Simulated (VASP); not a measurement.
# MgO (Fm-3m) in VASP: single point with LDA

Aim: the single point of MgO with LDA.

Program: VASP 6.6.1. These are calculated values, not measurements. Logs are shortened: lines on timing, memory, paths and dates and some standing lists are left out, and cuts for length are marked.

**1. The cell of the first run**

Symmetry: Fm-3m, No. 225, cubic system. Conventional cell: a = 4.217 Å, b = 4.217 Å, c = 4.217 Å, α = 90.00°, β = 90.00°, γ = 90.00°. Within 2.8 Å of Mg (site symmetry m-3m) lie 6 O at 2.11 Å. Within 2.8 Å of O (site symmetry m-3m) lie 6 Mg at 2.11 Å.

**2. Single point, LDA**

INCAR reads:

```
PREC = Accurate ; ENCUT = 840
EDIFF = 1E-6 ; ISMEAR = 0
SIGMA = 0.05 ; LREAL = False
LASPH = True ; NELM = 120
ALGO = Normal ; ISIF = 2
LWAVE = False ; LCHARG = False
NBANDS = 15 ; GGA_COMPAT = False
```

KPOINTS reads:

```
Automatic mesh
0
Gamma
  12 12 12
```

POSCAR reads:

```
MgO
1.0
    0.0000000000      2.1085000000      2.1085000000
    2.1085000000      0.0000000000      2.1085000000
    2.1085000000      2.1085000000      0.0000000000
Mg O
1 1
Direct
    0.0000000000      0.0000000000      0.0000000000
    0.5000000000      0.5000000000      0.5000000000
```

Potentials or basis: VASP PAW LDA potentials, release 64 (Mg_sv, O).

On the command line:

```sh
> cat potpaw_LDA.64/Mg_sv/POTCAR potpaw_LDA.64/O/POTCAR > POTCAR
> mpirun -np 1 vasp_std > vasp.out
```

OUTCAR:

```text
PREC = Accurate
   ENCUT = 840
   EDIFF = 1E-6
   ISMEAR = 0
   LREAL = False
   LASPH = True
   NELM = 120
   ISIF = 2

 ion  position               nearest neighbor table
   1  0.000  0.000  0.000-   2 2.11   2 2.11   2 2.11   2 2.11   2 2.11   2 2.11
   2  0.500  0.500  0.500-   1 2.11   1 2.11   1 2.11   1 2.11   1 2.11   1 2.11

  LATTYP: Found a face centered cubic cell.
 ALAT       =     4.2170000000

  Lattice vectors:

 A1 = (   0.0000000000,   2.1085000000,   2.1085000000)
 A2 = (   2.1085000000,   0.0000000000,   2.1085000000)
 A3 = (   2.1085000000,   2.1085000000,   0.0000000000)

Analysis of symmetry for initial positions (statically):
=====================================================================
 Subroutine PRICEL returns:
 Original cell was already a primitive cell.

 Routine SETGRP: Setting up the symmetry group for a
 face centered cubic supercell.

 Subroutine GETGRP returns: Found 48 space group operations
 (whereof 48 operations were pure point group operations)
 out of a pool of 48 trial point group operations.

The static configuration has the point symmetry O_h .

Analysis of symmetry for dynamics (positions and initial velocities):
=====================================================================
 Subroutine PRICEL returns:
 Original cell was already a primitive cell.

 Routine SETGRP: Setting up the symmetry group for a
 face centered cubic supercell.

 Subroutine GETGRP returns: Found 48 space group operations
 (whereof 48 operations were pure point group operations)
 out of a pool of 48 trial point group operations.

The dynamic configuration has the point symmetry O_h .

 Subroutine INISYM returns: Found 48 space group operations
 (whereof 48 operations are pure point group operations),
 and found     1 'primitive' translations

----------------------------------------------------------------------------------------

                                     Primitive cell

  volume of cell :      18.7478

  direct lattice vectors                    reciprocal lattice vectors
     0.000000000  2.108500000  2.108500000    -0.237135404  0.237135404  0.237135404
     2.108500000  0.000000000  2.108500000     0.237135404 -0.237135404  0.237135404
     2.108500000  2.108500000  0.000000000     0.237135404  0.237135404 -0.237135404

  length of vectors
     2.981869296  2.981869296  2.981869296     0.410730569  0.410730569  0.410730569

  position of ions in fractional coordinates (direct lattice)
     0.000000000  0.000000000  0.000000000
     0.500000000  0.500000000  0.500000000

  ion indices of the primitive-cell ions
   primitive index   ion index
                 1           1
                 2           2

----------------------------------------------------------------------------------------

 KPOINTS: Automatic mesh

Automatic generation of k-mesh.
 Grid dimensions read from file:
 generate k-points for:   12   12   12

 Generating k-lattice:

  Cartesian coordinates                     Fractional coordinates (reciprocal lattice)
    -0.019761284  0.019761284  0.019761284     0.083333333  0.000000000  0.000000000
     0.019761284 -0.019761284  0.019761284     0.000000000  0.083333333  0.000000000
     0.019761284  0.019761284 -0.019761284     0.000000000  0.000000000  0.083333333

  Length of vectors
     0.034227547  0.034227547  0.034227547

  Shift w.r.t. Gamma in fractional coordinates (k-lattice)
     0.000000000  0.000000000  0.000000000

 Subroutine IBZKPT returns following result:
 ===========================================

 Found     72 irreducible k-points:

 Following reciprocal coordinates:
            Coordinates               Weight
  0.000000  0.000000  0.000000      1.000000
  0.083333  0.000000  0.000000      8.000000
  0.166667  0.000000  0.000000      8.000000
  0.250000  0.000000  0.000000      8.000000
  0.333333  0.000000  0.000000      8.000000
  0.416667  0.000000  0.000000      8.000000
[... 16 lines left out ...]
  0.500000  0.166667  0.000000     24.000000
 -0.416667  0.166667  0.000000     24.000000
 [... further k-points ...]
   k-points           NKPTS =     72   k-points in BZ     NKDIM =     72   number of bands    NBANDS=     15
   number of dos      NEDOS =    301   number of ions     NIONS =      2
   total plane-waves  NPLWV =  21952
   dimension x,y,z NGX =    28 NGY =   28 NGZ =   28
   dimension x,y,z NGXF=    56 NGYF=   56 NGZF=   56
   ions per type =               1   1
   NGX,Y,Z   is equivalent  to a cutoff of  15.61, 15.61, 15.61 a.u.
   NGXF,Y,Z  is equivalent  to a cutoff of  31.22, 31.22, 31.22 a.u.
 SYSTEM =  unknown system
   PREC   = accura    normal or accurate (medium, high low for compatibility)
   ISTART =      0    job   : 0-new  1-cont  2-samecut
   ICHARG =      2    charge: 1-file 2-atom 10-const
   ISPIN  =      1    spin polarized calculation?
   LNONCOLLINEAR =      F non collinear calculations
   LSORBIT =      F    spin-orbit coupling
   LASPH  =      T    aspherical Exc in radial PAW
   ENCUT  =  840.0 eV  61.74 Ry    7.86 a.u.   7.05  7.05  7.05*2*pi/ulx,y,z
   NELM   =    120;   NELMIN=  2; NELMDL= -5     # of ELM steps
   EDIFF  = 0.1E-05   stopping-criterion for ELM
   LREAL  =      F    real-space projection
   EDIFFG = 0.1E-04   stopping-criterion for IOM
   NSW    =      0    number of steps for IOM
   IBRION =     -1    ionic relax: 0-MD 1-quasi-New 2-CG
   NFREE  =      0    steps in history (QN), initial steepest desc. (CG)
   ISIF   =      2    stress and relaxation
   ISYM   =      2    0-nonsym 1-usesym 2-fastsym
   POTIM  = 0.5000    time-step for ionic-motion
   TEBEG  =    0.0;   TEEND  =   0.0 temperature during run
   PSTRESS=    0.0 pullay stress
   NELECT =      16.0000    total number of electrons
   NUPDOWN=      -1.0000    fix difference up-down
   EMIN   =  10.00;   EMAX   =-10.00  energy-range for DOS
   EFERMI =   0.00;   METHOD = LEGACY
   ISMEAR =     0;   SIGMA  =   0.05  broadening in eV -4-tet -1-fermi 0-gaus
   EFERMI_NEDOS =   21; number of points for ismear=-14 and -15
   IALGO  =     38    algorithm
   IMIX   =      4    mixing-type and parameters
     AMIX     =   0.40;   BMIX     =  1.00
     AMIX_MAG =   1.60;   BMIX_MAG =  1.00
  volume/ion in A,a.u.               =       9.37        63.26
  Fermi-wavevector in a.u.,A,eV,Ry     =   1.552856  2.934473 32.808574  2.411362
  Thomas-Fermi vector in A             =   2.657171
   LORBIT       =      0    0 simple, 1 ext, 2 COOP (PROOUT), +10 PAW based schemes
   GGA     = CA    functional components
   LHFCALC =     F    Hartree Fock is set to
   AEXX    =    0.0000 exact exchange contribution
   IVDW    =     0    specifies the selected vdW correction
   LEPSILON=     F    determine dielectric tensor
   LRPA    =     F    only Hartree local field effects (RPA)
 non-spin polarized calculation
 Gauss-broadening in eV      SIGMA  =   0.05
  energy-cutoff  :      840.00
  volume of cell :       18.75
 maximum number of plane-waves:      1056
   NGX = 15   NGY = 15   NGZ = 15

 number of electron      15.9999995 magnetization

 Free energy of the ion-electron system (eV)
  ---------------------------------------------------
  ext. energy  EPLUGINS =         0.00000000
  ---------------------------------------------------
  free energy    TOTEN  =       -13.22249016 eV

  energy without entropy =      -13.22249016  energy(sigma->0) =      -13.22249016

 E-fermi :   2.8089     XC(G=0): -11.9150

 val. band max:        2.5548902551   @ k =   0.0000   0.0000   0.0000
 cond. band min:       7.1891723450   @ k =   0.0000   0.0000   0.0000
 fundamental gap:      4.6342820899
 Fermi energy:         2.8089029188

 k-point     1 :       0.0000    0.0000    0.0000
  band No.  band energies     occupation
      1     -68.7936      2.00000
      2     -36.2550      2.00000
      3     -36.2550      2.00000
      4     -36.2550      2.00000
      5     -14.4116      2.00000
      6       2.5549      2.00000
      7       2.5549      2.00000
      8       2.5549      2.00000
      9       7.1892      0.00000
     10      18.0657      0.00000
     11      18.0657      0.00000
     12      18.0657      0.00000
     13      22.0833      0.00000
     14      23.7147      0.00000
     15      23.7147      0.00000

 k-point     2 :       0.0833    0.0000    0.0000
  band No.  band energies     occupation
      1     -68.7927      2.00000
      2     -36.2610      2.00000
      3     -36.2555      2.00000
      4     -36.2555      2.00000
      5     -14.3330      2.00000
      6       2.0796      2.00000
      7       2.5066      2.00000
      8       2.5066      2.00000
      9       7.6419      0.00000
     10      17.1283      0.00000
     11      18.2349      0.00000
     12      18.2349      0.00000
     13      23.1358      0.00000
     14      23.1358      0.00000
     15      23.3263      0.00000

 k-point     3 :       0.1667    0.0000    0.0000
  band No.  band energies     occupation
      1     -68.7910      2.00000
      2     -36.2776      2.00000
      3     -36.2572      2.00000
      4     -36.2572      2.00000
      5     -14.1108      2.00000
      6       1.0325      2.00000
      7       2.3776      2.00000
      8       2.3776      2.00000
      9       8.5956      0.00000
     10      15.7746      0.00000
     11      18.6307      0.00000
     12      18.6307      0.00000
     13      22.4027      0.00000
     14      22.4027      0.00000
     15      24.5187      0.00000
[... 343 lines left out ...]
 k-point    23 :       0.5000    0.1667    0.0000
  band No.  band energies     occupation
      1     -68.7833      2.00000
      2     -36.3341      2.00000
      3     -36.2766      2.00000
      4     -36.2693      2.00000
      5     -12.9917      2.00000
      6      -1.6623      2.00000
      7       1.0971      2.00000
      8       1.7029      2.00000
      9      11.3631      0.00000
     10      14.5266      0.00000
     11      16.4902      0.00000
     12      19.1979      0.00000
     13      22.1771      0.00000
     14      25.5448      0.00000
     15      26.5108      0.00000

 k-point    24 :      -0.4167    0.1667    0.0000
  band No.  band energies     occupation
      1     -68.7832      2.00000
      2     -36.3352      2.00000
      3     -36.2795      2.00000
      4     -36.2673      2.00000
      5     -12.9598      2.00000
      6      -1.7104      2.00000
      7       0.9580      2.00000
      8       1.7616      2.00000
      9      11.4226      0.00000
     10      14.6824      0.00000
     11      16.4377      0.00000
     12      19.1520      0.00000
     13      22.8933      0.00000
     14      24.5549      0.00000
     15      26.3645      0.00000

 [... further k-points ...]
[... 5 lines left out ...]
  --------------------------------------------------------------------------------------
  -------------------------------------------------------------------------------------
  Total       -0.7099858     -0.7099858     -0.7099858      0.0000000     -0.0000000     -0.0000000
  in kB      -60.6749519    -60.6749519    -60.6749519      0.0000000     -0.0000000     -0.0000000
  external PRESSURE =     -60.6749519 kB  Pullay stress =       0.0000000 kB

 VOLUME and BASIS-vectors are now :
 -----------------------------------------------------------------------------
  energy-cutoff  :      840.00
  volume of cell :       18.75
      direct lattice vectors                 reciprocal lattice vectors
     0.000000000  2.108500000  2.108500000    -0.237135404  0.237135404  0.237135404
     2.108500000  0.000000000  2.108500000     0.237135404 -0.237135404  0.237135404
     2.108500000  2.108500000  0.000000000     0.237135404  0.237135404 -0.237135404

 POSITION                                       TOTAL-FORCE (eV/Angst)
 -----------------------------------------------------------------------------------
      0.00000      0.00000      0.00000         0.000000      0.000000      0.000000
      2.10850      2.10850      2.10850        -0.000000     -0.000000     -0.000000
 -----------------------------------------------------------------------------------
    total drift:                                0.000000      0.000000      0.000000

  FREE ENERGIE OF THE ION-ELECTRON SYSTEM (eV)
  ---------------------------------------------------
  free  energy   TOTEN  =       -13.2224901577 eV

  energy  without entropy=      -13.2224901577  energy(sigma->0) =      -13.22249016
```

It took 16 s on 1 thread of Intel Xeon Platinum 8488C (Sapphire Rapids), shared host; peak memory 0.16 GiB.

What came out:

```yaml
Free_energy: -13.2225 eV
Pressure: -6.1 GPa
Band_gap_on_the_k_mesh: 4.63 eV
```

Levels at points of the mesh, in eV from the valence-band top:
| k point | band 6 | band 7 | band 8 | band 9 | band 10 | band 11 |
| --- | --- | --- | --- | --- | --- | --- |
| (0.00, 0.00, 0.00) | 0.00 | 0.00 | 0.00 | 4.63 | 15.51 | 15.51 |
| (0.50, 0.00, 0.00) | -4.68 | -0.66 | -0.66 | 7.72 | 12.37 | 15.98 |
| (0.50, 0.50, 0.00) | -4.11 | -1.36 | -1.36 | 8.89 | 9.69 | 12.86 |

Caveat: the cell stands under tension. A k mesh can miss the band edges.
